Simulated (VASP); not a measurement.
# SnO in VASP: single point with PBE+D3(BJ)

Aim: the single point of SnO with PBE+D3(BJ).

Program: VASP 6.6.1. These are calculated values, not measurements. Logs are shortened: lines on timing, memory, paths and dates and some standing lists are left out, and cuts for length are marked.

### Step 1. The cell of the first run

The cell holds a slab with vacuum, 8 atoms: a = 3.820 Å, b = 3.820 Å, c = 22.226 Å, α = 90.00°, β = 90.00°, γ = 90.00°.

### Step 2. Single point, PBE+D3(BJ)

Input file INCAR:

```
SYSTEM = SnO
ALGO = Normal
DIPOL = 0.5 0.5 0.410
EDIFF = 1E-6
ENCUT = 1000
GGA = PE
GGA_COMPAT = .False.
IDIPOL = 3
ISIF = 2
ISMEAR = 0
IVDW = 12
LASPH = .True.
LCHARG = .True.
LDIPOL = .True.
LELF = .True.
LREAL = .False.
LVACPOTAV = .True.
LVHAR = .True.
LWAVE = .False.
NBANDS = 50
NELM = 120
NELMDL = -8
PREC = Accurate
SIGMA = 0.05
```

Input file KPOINTS:

```
k-points
0
Gamma
  7 7 1
  0 0 0
```

Input file POSCAR:

```
SnO
1.0
    3.8201630995      0.0000000000      0.0000000000
    0.0000000000      3.8201630995      0.0000000000
    0.0000000000      0.0000000000     22.2260821294
Sn O
4 4
Direct
    0.7500000000      0.2500000000      0.2024648327
    0.2500000000      0.7500000000      0.3087409609
    0.2500000000      0.7500000000      0.5103748521
    0.7500000000      0.2500000000      0.6166487538
    0.2500000000      0.2500000000      0.2556003570
    0.7500000000      0.7500000000      0.2556003570
    0.7500000000      0.7500000000      0.5635158198
    0.2500000000      0.2500000000      0.5635158198
```

Potentials or basis: VASP PAW PBE potentials, release 64 (Sn_d, O_h).

Command:

```sh
cat potpaw_PBE.64/Sn_d/POTCAR potpaw_PBE.64/O_h/POTCAR > POTCAR
mpirun -np 1 vasp_std > vasp.out
```

OUTCAR:

```text
SYSTEM = SnO
   EDIFF = 1E-6
   ENCUT = 1000
   GGA = PE
   ISIF = 2
   ISMEAR = 0
   IVDW = 12
   LASPH = .True.
   LREAL = .False.
   NELM = 120
   NELMDL = -8
   PREC = Accurate
 IVDW          = 12

 ion  position               nearest neighbor table
   1  0.750  0.250  0.202-   5 2.25   6 2.25   6 2.25   5 2.25   2 3.59   2 3.59   2 3.59   2 3.59

   2  0.250  0.750  0.309-   5 2.25   6 2.25   5 2.25   6 2.25   1 3.59   1 3.59   1 3.59   1 3.59

   3  0.250  0.750  0.510-   7 2.25   8 2.25   8 2.25   7 2.25   4 3.59   4 3.59   4 3.59   4 3.59

   4  0.750  0.250  0.617-   7 2.25   8 2.25   7 2.25   8 2.25   3 3.59   3 3.59   3 3.59   3 3.59

   5  0.250  0.250  0.256-   1 2.25   1 2.25   2 2.25   2 2.25
   6  0.750  0.750  0.256-   1 2.25   1 2.25   2 2.25   2 2.25
   7  0.750  0.750  0.564-   4 2.25   4 2.25   3 2.25   3 2.25
   8  0.250  0.250  0.564-   4 2.25   4 2.25   3 2.25   3 2.25

  LATTYP: Found a simple tetragonal cell.
 ALAT       =     3.8201630995
 C/A-ratio  =     5.8180976965

  Lattice vectors:

 A1 = (   3.8201630995,   0.0000000000,   0.0000000000)
 A2 = (   0.0000000000,   3.8201630995,   0.0000000000)
 A3 = (   0.0000000000,   0.0000000000,  22.2260821294)

Analysis of symmetry for initial positions (statically):
=====================================================================
 Subroutine PRICEL returns:
 Original cell was already a primitive cell.

 Routine SETGRP: Setting up the symmetry group for a
 simple tetragonal supercell.

 Subroutine GETGRP returns: Found 16 space group operations
 (whereof  2 operations were pure point group operations)
 out of a pool of 16 trial point group operations.

The static configuration has the point symmetry C_1h.
 The point group associated with its full space group is D_4h.

Analysis of symmetry for dynamics (positions and initial velocities):
=====================================================================
 Subroutine PRICEL returns:
 Original cell was already a primitive cell.

 Routine SETGRP: Setting up the symmetry group for a
 simple tetragonal supercell.

 Subroutine GETGRP returns: Found 16 space group operations
 (whereof  2 operations were pure point group operations)
 out of a pool of 16 trial point group operations.

The dynamic configuration has the point symmetry C_1h.
 The point group associated with its full space group is D_4h.

 Subroutine INISYM returns: Found 16 space group operations
 (whereof  2 operations are pure point group operations),
 and found     1 'primitive' translations

----------------------------------------------------------------------------------------

                                     Primitive cell

  volume of cell :     324.3596

  direct lattice vectors                    reciprocal lattice vectors
     3.820163100  0.000000000  0.000000000     0.261768928  0.000000000  0.000000000
     0.000000000  3.820163100  0.000000000     0.000000000  0.261768928  0.000000000
     0.000000000  0.000000000 22.226082129     0.000000000  0.000000000  0.044992185

  length of vectors
     3.820163100  3.820163100 22.226082129     0.261768928  0.261768928  0.044992185

  position of ions in fractional coordinates (direct lattice)
     0.750000000  0.250000000  0.202464833
     0.250000000  0.750000000  0.308740961
     0.250000000  0.750000000  0.510374852
     0.750000000  0.250000000  0.616648754
     0.250000000  0.250000000  0.255600357
     0.750000000  0.750000000  0.255600357
     0.750000000  0.750000000  0.563515820
     0.250000000  0.250000000  0.563515820

  ion indices of the primitive-cell ions
   primitive index   ion index
                 1           1
                 2           2
                 3           3
                 4           4
                 5           5
                 6           6
                 7           7
                 8           8

----------------------------------------------------------------------------------------

 KPOINTS: k-points

Automatic generation of k-mesh.
 Grid dimensions read from file:
 generate k-points for:    7    7    1

 Generating k-lattice:

  Cartesian coordinates                     Fractional coordinates (reciprocal lattice)
     0.037395561  0.000000000  0.000000000     0.142857143  0.000000000  0.000000000
     0.000000000  0.037395561  0.000000000     0.000000000  0.142857143  0.000000000
     0.000000000  0.000000000  0.044992185     0.000000000  0.000000000  1.000000000

  Length of vectors
     0.037395561  0.037395561  0.044992185

  Shift w.r.t. Gamma in fractional coordinates (k-lattice)
     0.000000000  0.000000000  0.000000000

 Subroutine IBZKPT returns following result:
 ===========================================

 Found     10 irreducible k-points:

 Following reciprocal coordinates:
            Coordinates               Weight
  0.000000  0.000000  0.000000      1.000000
  0.142857  0.000000  0.000000      4.000000
  0.285714  0.000000  0.000000      4.000000
  0.428571  0.000000  0.000000      4.000000
  0.142857  0.142857  0.000000      4.000000
  0.285714  0.142857  0.000000      8.000000
  0.428571  0.142857  0.000000      8.000000
  0.285714  0.285714  0.000000      4.000000
  0.428571  0.285714  0.000000      8.000000
  0.428571  0.428571  0.000000      4.000000
   k-points           NKPTS =     10   k-points in BZ     NKDIM =     10   number of bands    NBANDS=     50
   number of dos      NEDOS =    301   number of ions     NIONS =      8
   total plane-waves  NPLWV = 384000
   dimension x,y,z NGX =    40 NGY =   40 NGZ =  240
   dimension x,y,z NGXF=    80 NGYF=   80 NGZF=  480
   ions per type =               4   4
   NGX,Y,Z   is equivalent  to a cutoff of  17.41, 17.41, 17.95 a.u.
   NGXF,Y,Z  is equivalent  to a cutoff of  34.81, 34.81, 35.90 a.u.
 SYSTEM =  SnO
   PREC   = accura    normal or accurate (medium, high low for compatibility)
   ISTART =      0    job   : 0-new  1-cont  2-samecut
   ICHARG =      2    charge: 1-file 2-atom 10-const
   ISPIN  =      1    spin polarized calculation?
   LNONCOLLINEAR =      F non collinear calculations
   LSORBIT =      F    spin-orbit coupling
   LASPH  =      T    aspherical Exc in radial PAW
   ENCUT  = 1000.0 eV  73.50 Ry    8.57 a.u.   9.85  9.85 57.31*2*pi/ulx,y,z
   NELM   =    120;   NELMIN=  2; NELMDL= -8     # of ELM steps
   EDIFF  = 0.1E-05   stopping-criterion for ELM
   LREAL  =      F    real-space projection
   EDIFFG = 0.1E-04   stopping-criterion for IOM
   NSW    =      0    number of steps for IOM
[... 5 lines left out ...]
   TEBEG  =    0.0;   TEEND  =   0.0 temperature during run
   PSTRESS=    0.0 pullay stress
   NELECT =      80.0000    total number of electrons
   NUPDOWN=      -1.0000    fix difference up-down
   EMIN   =  10.00;   EMAX   =-10.00  energy-range for DOS
   EFERMI =   0.00;   METHOD = LEGACY
   ISMEAR =     0;   SIGMA  =   0.05  broadening in eV -4-tet -1-fermi 0-gaus
   EFERMI_NEDOS =   21; number of points for ismear=-14 and -15
   IALGO  =     38    algorithm
   IMIX   =      4    mixing-type and parameters
     AMIX     =   0.40;   BMIX     =  1.00
     AMIX_MAG =   1.60;   BMIX_MAG =  1.00
  volume/ion in A,a.u.               =      40.54       273.61
  Fermi-wavevector in a.u.,A,eV,Ry     =   1.026666  1.940118 14.341131  1.054043
  Thomas-Fermi vector in A             =   2.160571
   LORBIT       =      0    0 simple, 1 ext, 2 COOP (PROOUT), +10 PAW based schemes
   GGA     = PE    functional components
   LHFCALC =     F    Hartree Fock is set to
   AEXX    =    0.0000 exact exchange contribution
   IVDW    =    12    specifies the selected vdW correction
   LEPSILON=     F    determine dielectric tensor
   LRPA    =     F    only Hartree local field effects (RPA)
 non-spin polarized calculation
 Gauss-broadening in eV      SIGMA  =   0.05
  energy-cutoff  :     1000.00
  volume of cell :      324.36
 maximum number of plane-waves:     23352
 NGX is ok and might be reduce to    40
   NGX = 19   NGY = 19   NGZ =115

 dipolmoment           0.000000      0.000000      0.000232 electrons x Angstroem

 number of electron      79.9999989 magnetization

 dipolmoment           0.000000      0.000000     -0.001004 electrons x Angstroem

 Free energy of the ion-electron system (eV)
  ---------------------------------------------------
  ext. energy  EPLUGINS =         0.00000000
  ---------------------------------------------------
  free energy    TOTEN  =       -45.17488317 eV

  energy without entropy =      -45.17488317  energy(sigma->0) =      -45.17488317

 E-fermi :   0.1415     XC(G=0):  -5.3424

 val. band max:       -0.1495005234   @ k =   0.1429   0.1429   0.0000
 cond. band min:       2.4275387472   @ k =   0.0000   0.0000   0.0000
 fundamental gap:      2.5770392706
 Fermi energy:         0.1414531847

 k-point     1 :       0.0000    0.0000    0.0000
  band No.  band energies     occupation
      1     -20.9533      2.00000
      2     -20.9459      2.00000
      3     -20.5918      2.00000
      4     -20.5845      2.00000
      5     -20.5544      2.00000
      6     -20.5544      2.00000
[... 42 lines left out ...]
     49       5.3110      0.00000
     50       5.3223      0.00000

 k-point     2 :       0.1429    0.0000    0.0000
  band No.  band energies     occupation
      1     -20.9443      2.00000
      2     -20.9370      2.00000
      3     -20.5925      2.00000
      4     -20.5853      2.00000
      5     -20.5562      2.00000
      6     -20.5535      2.00000
[... 42 lines left out ...]
     49       5.4884      0.00000
     50       5.6881      0.00000

 k-point     3 :       0.2857    0.0000    0.0000
  band No.  band energies     occupation
      1     -20.9194      2.00000
      2     -20.9120      2.00000
      3     -20.6895      2.00000
      4     -20.6822      2.00000
      5     -20.5604      2.00000
      6     -20.5531      2.00000
[... 360 lines left out ...]
     49       5.7331      0.00000
     50       6.2506      0.00000

 k-point    10 :       0.4286    0.4286    0.0000
  band No.  band energies     occupation
      1     -20.8941      2.00000
      2     -20.8868      2.00000
      3     -20.8802      2.00000
      4     -20.8728      2.00000
      5     -20.5604      2.00000
      6     -20.5555      2.00000
[... 42 lines left out ...]
     49       6.1037      0.00000
     50       6.1113      0.00000

------------------------ aborting loop because EDIFF is reached ----------------------------------------

 Edisp (eV)   -1.21542

 E8    (eV) :    -0.5370

  FORCE on cell =-STRESS in cart. coord.  units (eV):
  Direction    XX          YY          ZZ          XY          YZ          ZX
  --------------------------------------------------------------------------------------
  -------------------------------------------------------------------------------------
  Total       0.29747     0.29747     0.40665     0.00000    -0.00000     0.00000
  in kB       1.46935     1.46935     2.00867     0.00000    -0.00000     0.00000
  external pressure =        1.65 kB  Pullay stress =        0.00 kB

 VOLUME and BASIS-vectors are now :
 -----------------------------------------------------------------------------
  energy-cutoff  :     1000.00
  volume of cell :      324.36
      direct lattice vectors                 reciprocal lattice vectors
     3.820163100  0.000000000  0.000000000     0.261768928  0.000000000  0.000000000
     0.000000000  3.820163100  0.000000000     0.000000000  0.261768928  0.000000000
     0.000000000  0.000000000 22.226082129     0.000000000  0.000000000  0.044992185

 POSITION                                       TOTAL-FORCE (eV/Angst)
 -----------------------------------------------------------------------------------
      2.86512      0.95504      4.50000        -0.000000     -0.000000     -0.088754
      0.95504      2.86512      6.86210        -0.000000      0.000000      0.088559
      0.95504      2.86512     11.34363        -0.000000      0.000000     -0.088559
      2.86512      0.95504     13.70569         0.000000     -0.000000      0.088754
      0.95504      0.95504      5.68099        -0.000000      0.000000     -0.000003
      2.86512      2.86512      5.68099        -0.000000     -0.000000     -0.000003
      2.86512      2.86512     12.52475         0.000000      0.000000      0.000003
      0.95504      0.95504     12.52475        -0.000000      0.000000      0.000003
 -----------------------------------------------------------------------------------
    total drift:                               -0.000000     -0.000000     -0.375126

  FREE ENERGIE OF THE ION-ELECTRON SYSTEM (eV)
  ---------------------------------------------------
  free  energy   TOTEN  =       -46.3903023681 eV

  energy  without entropy=      -46.3903023681  energy(sigma->0) =      -46.39030237

 vacuum level on the upper side and lower side of the slab         5.028         5.040
```

Run time: 10 min. Hardware: 1 thread of Intel Xeon Platinum 8488C (Sapphire Rapids), shared host; peak memory 0.9 GiB.

Results:

| Property | Result |
| --- | --- |
| Free energy | -46.3903 eV |
| Largest force | 0.089 eV/Å |
| Band gap on the k mesh | 2.58 eV (least direct gap 2.61 eV) |
| Dispersion energy per atom | -0.152 eV |

Forces in eV/Å, atoms in the order of the input:
```
Sn   0.000  0.000 -0.089
Sn   0.000  0.000  0.089
Sn   0.000  0.000 -0.089
Sn   0.000  0.000  0.089
O    0.000  0.000  0.000
O    0.000  0.000  0.000
O    0.000  0.000  0.000
O    0.000  0.000  0.000
```

Levels at points of the mesh, in eV from the valence-band top:
| k point | band 36 | band 37 | band 38 | band 39 | band 40 | band 41 | band 42 | band 43 | band 44 | band 45 |
| --- | --- | --- | --- | --- | --- | --- | --- | --- | --- | --- |
| (0.00, 0.00, 0.00) | -1.90 | -1.89 | -1.89 | -0.51 | -0.03 | 2.58 | 2.91 | 2.92 | 3.70 | 4.93 |

Caveat: spin-orbit coupling is left out, which moves the levels of the heavy elements.
